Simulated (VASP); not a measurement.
# HgSe (F-43m) in VASP: a series of runs

HgSe is run at these levels: PBEsol; tasks: single point, relaxation of cell and atoms.

Program: VASP 6.6.1. These are calculated values, not measurements. Logs are shortened: lines on timing, memory, paths and dates and some standing lists are left out, and cuts for length are marked.

### 1 The cell of the first run

The structure is cubic, space group F-43m (No. 216). Conventional cell: a = 5.973 Å, b = 5.973 Å, c = 5.973 Å, α = 90.00°, β = 90.00°, γ = 90.00°. Hg (site symmetry -43m) has 4 Se at 2.59 Å within 3.4 Å. Within 3.4 Å of Se (site symmetry -43m) lie 4 Hg at 2.59 Å.

### 2 Single point, PBEsol

INCAR

```
ALGO     = Normal         # electronic algorithm
EDIFF    = 1E-6           # SCF threshold, eV
ENCUT    = 500            # plane-wave cutoff, eV
GGA      = PS             # functional
GGA_COMPAT= F            
ISIF     = 2              # what is computed and relaxed
ISMEAR   = 0              # smearing method
LASPH    = T              # aspherical terms in the spheres
LCHARG   = F              # write CHGCAR
LREAL    = F              # projectors in reciprocal space
LWAVE    = F              # write WAVECAR
NBANDS   = 16             # bands
NELM     = 120            # most SCF steps
PREC     = Accurate       # precision mode
SIGMA    = 0.03           # smearing width, eV
```

KPOINTS

```
k-points
0
Gamma
  10 10 10
```

POSCAR

```
HgSe
1.0
    0.0000000000      2.9865679202      2.9865679202
    2.9865679202      0.0000000000      2.9865679202
    2.9865679202      2.9865679202      0.0000000000
Hg Se
1 1
Direct
    0.0000000000      0.0000000000      0.0000000000
    0.2500000000      0.2500000000      0.2500000000
```

Potentials or basis: VASP PAW PBE potentials, release 64 (Hg, Se).

Started as:

```sh
$ cat potpaw_PBE.64/Hg/POTCAR potpaw_PBE.64/Se/POTCAR > POTCAR
$ mpirun -np 1 vasp_std > vasp.out
```

OUTCAR:

```text
EDIFF = 1E-6
   ENCUT = 500
   GGA = PS
   ISIF = 2
   ISMEAR = 0
   LASPH = T
   LREAL = F
   NELM = 120
   PREC = Accurate

 ion  position               nearest neighbor table
   1  0.000  0.000  0.000-   2 2.59   2 2.59   2 2.59   2 2.59
   2  0.250  0.250  0.250-   1 2.59   1 2.59   1 2.59   1 2.59

  LATTYP: Found a face centered cubic cell.
 ALAT       =     5.9731358404

  Lattice vectors:

 A1 = (   0.0000000000,   2.9865679202,   2.9865679202)
 A2 = (   2.9865679202,   0.0000000000,   2.9865679202)
 A3 = (   2.9865679202,   2.9865679202,   0.0000000000)

Analysis of symmetry for initial positions (statically):
=====================================================================
 Subroutine PRICEL returns:
 Original cell was already a primitive cell.

 Routine SETGRP: Setting up the symmetry group for a
 face centered cubic supercell.

 Subroutine GETGRP returns: Found 24 space group operations
 (whereof 24 operations were pure point group operations)
 out of a pool of 48 trial point group operations.

The static configuration has the point symmetry T_d .

Analysis of symmetry for dynamics (positions and initial velocities):
=====================================================================
 Subroutine PRICEL returns:
 Original cell was already a primitive cell.

 Routine SETGRP: Setting up the symmetry group for a
 face centered cubic supercell.

 Subroutine GETGRP returns: Found 24 space group operations
 (whereof 24 operations were pure point group operations)
 out of a pool of 48 trial point group operations.

The dynamic configuration has the point symmetry T_d .

 Subroutine INISYM returns: Found 24 space group operations
 (whereof 24 operations are pure point group operations),
 and found     1 'primitive' translations

----------------------------------------------------------------------------------------

                                     Primitive cell

  volume of cell :      53.2779

  direct lattice vectors                    reciprocal lattice vectors
     0.000000000  2.986567920  2.986567920    -0.167416249  0.167416249  0.167416249
     2.986567920  0.000000000  2.986567920     0.167416249 -0.167416249  0.167416249
     2.986567920  2.986567920  0.000000000     0.167416249  0.167416249 -0.167416249

  length of vectors
     4.223644858  4.223644858  4.223644858     0.289973450  0.289973450  0.289973450

  position of ions in fractional coordinates (direct lattice)
     0.000000000  0.000000000  0.000000000
[... 77 lines left out ...]
   NELM   =    120;   NELMIN=  2; NELMDL= -5     # of ELM steps
   EDIFF  = 0.1E-05   stopping-criterion for ELM
   LREAL  =      F    real-space projection
   EDIFFG = 0.1E-04   stopping-criterion for IOM
   NSW    =      0    number of steps for IOM
   IBRION =     -1    ionic relax: 0-MD 1-quasi-New 2-CG
   NFREE  =      0    steps in history (QN), initial steepest desc. (CG)
   ISIF   =      2    stress and relaxation
   ISYM   =      2    0-nonsym 1-usesym 2-fastsym
   POTIM  = 0.5000    time-step for ionic-motion
   TEBEG  =    0.0;   TEEND  =   0.0 temperature during run
   PSTRESS=    0.0 pullay stress
   NELECT =      18.0000    total number of electrons
   NUPDOWN=      -1.0000    fix difference up-down
   EMIN   =  10.00;   EMAX   =-10.00  energy-range for DOS
   EFERMI =   0.00;   METHOD = LEGACY
   ISMEAR =     0;   SIGMA  =   0.03  broadening in eV -4-tet -1-fermi 0-gaus
   EFERMI_NEDOS =   21; number of points for ismear=-14 and -15
   IALGO  =     38    algorithm
   IMIX   =      4    mixing-type and parameters
     AMIX     =   0.40;   BMIX     =  1.00
     AMIX_MAG =   1.60;   BMIX_MAG =  1.00
  volume/ion in A,a.u.               =      26.64       179.77
  Fermi-wavevector in a.u.,A,eV,Ry     =   1.140206  2.154677 17.688518  1.300069
  Thomas-Fermi vector in A             =   2.276908
   LORBIT       =      0    0 simple, 1 ext, 2 COOP (PROOUT), +10 PAW based schemes
   GGA     = PS    functional components
   LHFCALC =     F    Hartree Fock is set to
   AEXX    =    0.0000 exact exchange contribution
   IVDW    =     0    specifies the selected vdW correction
   LEPSILON=     F    determine dielectric tensor
   LRPA    =     F    only Hartree local field effects (RPA)
 non-spin polarized calculation
 Gauss-broadening in eV      SIGMA  =   0.03
  energy-cutoff  :      500.00
  volume of cell :       53.28
 maximum number of plane-waves:      1369
   NGX = 15   NGY = 15   NGZ = 15

 number of electron      17.9999999 magnetization

 Free energy of the ion-electron system (eV)
  ---------------------------------------------------
  ext. energy  EPLUGINS =         0.00000000
  ---------------------------------------------------
  free energy    TOTEN  =        -4.73572232 eV

  energy without entropy =       -4.73567604  energy(sigma->0) =       -4.73569918

 E-fermi :   2.1680     XC(G=0):  -9.5142

 val. band max:        2.1588866486   @ k =   0.0000   0.0000   0.0000
 cond. band min:       2.6222725297   @ k =   0.1000   0.0000   0.0000
 fundamental gap:      0.4633858811
 Fermi energy:         2.1680236822

 k-point     1 :       0.0000    0.0000    0.0000
  band No.  band energies     occupation
      1     -11.7518      2.00000
      2      -5.3721      2.00000
      3      -5.3721      2.00000
      4      -5.3721      2.00000
      5      -4.5219      2.00000
      6      -4.5219      2.00000
[... 433 lines left out ...]
      3      -4.9571      2.00000
      4      -4.9376      2.00000
      5      -4.4735      2.00000
      6      -4.4222      2.00000
[... 8 lines left out ...]
     15      13.9782      0.00000
     16      15.7805      0.00000

 [... further k-points ...]

------------------------ aborting loop because EDIFF is reached ----------------------------------------

  FORCE on cell =-STRESS in cart. coord.  units (eV):
  Direction    XX          YY          ZZ          XY          YZ          ZX
  --------------------------------------------------------------------------------------
  -------------------------------------------------------------------------------------
  Total        1.8007425      1.8007425      1.8007425      0.0000000     -0.0000000      0.0000000
  in kB       54.1520641     54.1520641     54.1520641      0.0000000     -0.0000000      0.0000000
  external PRESSURE =      54.1520641 kB  Pullay stress =       0.0000000 kB

 VOLUME and BASIS-vectors are now :
 -----------------------------------------------------------------------------
  energy-cutoff  :      500.00
  volume of cell :       53.28
      direct lattice vectors                 reciprocal lattice vectors
     0.000000000  2.986567920  2.986567920    -0.167416249  0.167416249  0.167416249
     2.986567920  0.000000000  2.986567920     0.167416249 -0.167416249  0.167416249
     2.986567920  2.986567920  0.000000000     0.167416249  0.167416249 -0.167416249

 POSITION                                       TOTAL-FORCE (eV/Angst)
 -----------------------------------------------------------------------------------
      0.00000      0.00000      0.00000        -0.000000     -0.000000      0.000000
      1.49328      1.49328      1.49328         0.000000      0.000000     -0.000000
 -----------------------------------------------------------------------------------
    total drift:                               -0.000000     -0.000000     -0.000000

  FREE ENERGIE OF THE ION-ELECTRON SYSTEM (eV)
  ---------------------------------------------------
  free  energy   TOTEN  =        -4.7357223154 eV

  energy  without entropy=       -4.7356760367  energy(sigma->0) =       -4.73569918
```

stdout:

```text
POSCAR found type information on POSCAR HgSe
 POSCAR found :  2 types and       2 ions
 scaLAPACK will be used
 -----------------------------------------------------------------------------
|                                                                             |
|                                                                             |
|     You enforced a specific xc type in the INCAR file but a different       |
|     I HOPE YOU KNOW WHAT YOU ARE DOING!                                     |
|                                                                             |
 -----------------------------------------------------------------------------

 LDA part: xc-table for (Slater+PW92), standard interpolation
 POSCAR, INCAR and KPOINTS ok, starting setup
 FFT: planning ... GRIDC
 FFT: planning ... GRID_SOFT
 FFT: planning ... GRID
 WAVECAR not read
 entering main loop
```

It used 46 s of CPU time on 1 thread of AMD EPYC 7R13 Processor (Zen 3), on a shared host.

What came out:

| Quantity | Value |
| --- | --- |
| Free energy | -4.7357 eV |
| Pressure | 5.4 GPa |
| Band gap on the k mesh | zero (filled and empty bands touch) |

Levels at points of the mesh, in eV from the Fermi level:
```csv
k point,band 5,band 6,band 7,band 8,band 9,band 10,band 11,band 12,band 13,band 14
"(0.00, 0.00, 0.00)",-6.69,-6.69,-0.98,-0.01,-0.01,-0.01,5.33,5.33,5.33,8.41
"(0.50, 0.00, 0.00)",-6.63,-6.33,-5.99,-1.11,-1.11,1.02,6.13,6.13,6.99,9.10
"(0.50, 0.50, 0.00)",-6.56,-6.28,-5.42,-2.59,-2.59,2.72,2.74,8.48,10.03,10.03
```

Caveat: the PAW data sets were made with another functional, which shifts forces and pressure a little; spin-orbit coupling is left out, which moves the levels of the heavy elements.

### 3 Relaxation of cell and atoms, PBEsol, target pressure 5 GPa, at which the enthalpy is minimised

This run uses another cell than the first one, of 28.16 Å³/atom, 1.057 times its volume.

INCAR

```
SYSTEM = HgSe
PREC = Accurate
ENCUT = 500
EDIFF = 1E-7
ISMEAR = 0
SIGMA = 0.03
LREAL = .False.
LASPH = .True.
NELM = 120
ALGO = Normal
ISIF = 3
LWAVE = .False.
LCHARG = .False.
GGA = PS
IBRION = 2
NSW = 80
EDIFFG = -0.005
PSTRESS = 50.0
GGA_COMPAT = .False.
NELMIN = 4
```

KPOINTS

```
Automatic mesh
0
Gamma
  10 10 10
  0 0 0
```

POSCAR

```
HgSe
1.0
    0.0000000000      3.0425000000      3.0425000000
    3.0425000000      0.0000000000      3.0425000000
    3.0425000000      3.0425000000      0.0000000000
Hg Se
1 1
Direct
    0.0000000000      0.0000000000      0.0000000000
    0.2500000000      0.2500000000      0.2500000000
```

Potentials or basis: VASP PAW PBE potentials, release 64 (Hg, Se).

Started as:

```sh
$ cat potpaw_PBE.64/Hg/POTCAR potpaw_PBE.64/Se/POTCAR > POTCAR
$ mpirun -np 1 vasp_std > vasp.out
```

It used 220 s of CPU time on 1 thread of AMD EPYC 7R13 Processor (Zen 3), on a shared host.

Results (log left out):

- Free energy: -4.7467 eV
- Relaxed volume: 26.79 Å³/atom
- Relaxed cell: a = 4.232 Å, b = 4.232 Å, c = 4.232 Å, α = 60.00°, β = 60.00°, γ = 60.00°
- Space group after relaxing (to 0.05 Å): F-43m (No. 216)
- Energy change on relaxing (the enthalpy is what falls): +27.5 meV/atom
- Ionic steps: 3
- Pressure after relaxing: 5.0 GPa
- Band gap on the k mesh: zero (filled and empty bands touch)

Step by step:
```
step  energy change (eV)  largest force (eV/Å)  pressure (GPa)  volume (Å³)
   1              0.0000                0.0000            1.61        56.33
   2              0.1349                0.0000            8.06        51.61
   3              0.0551                0.0000            4.99        53.59
```

Final structure:
```cif
data_structure
_symmetry_space_group_name_H-M 'P 1'
_symmetry_Int_Tables_number 1
_cell_length_a 4.2318
_cell_length_b 4.2318
_cell_length_c 4.2318
_cell_angle_alpha 60.000
_cell_angle_beta 60.000
_cell_angle_gamma 60.000
_cell_volume 53.59
loop_
_atom_site_label
_atom_site_type_symbol
_atom_site_fract_x
_atom_site_fract_y
_atom_site_fract_z
_atom_site_occupancy
Hg1 Hg 0.00000 0.00000 0.00000 1
Se1 Se 0.25000 0.25000 0.25000 1
```

Levels at points of the mesh, in eV from the Fermi level:
| k point | band 7 | band 8 | band 9 | band 10 | band 11 | band 12 |
| --- | --- | --- | --- | --- | --- | --- |
| (0.00, 0.00, 0.00) | -0.99 | -0.01 | -0.01 | -0.01 | 5.34 | 5.34 |
| (0.50, 0.00, 0.00) | -5.95 | -1.09 | -1.09 | 1.02 | 6.14 | 6.14 |
| (0.50, 0.50, 0.00) | -5.39 | -2.56 | -2.56 | 2.73 | 2.74 | 8.46 |

Caveat: the cell is relaxed towards a set pressure, so the enthalpy falls and the energy may rise; the PAW data sets were made with another functional, which shifts forces and pressure a little; spin-orbit coupling is left out, which moves the levels of the heavy elements.
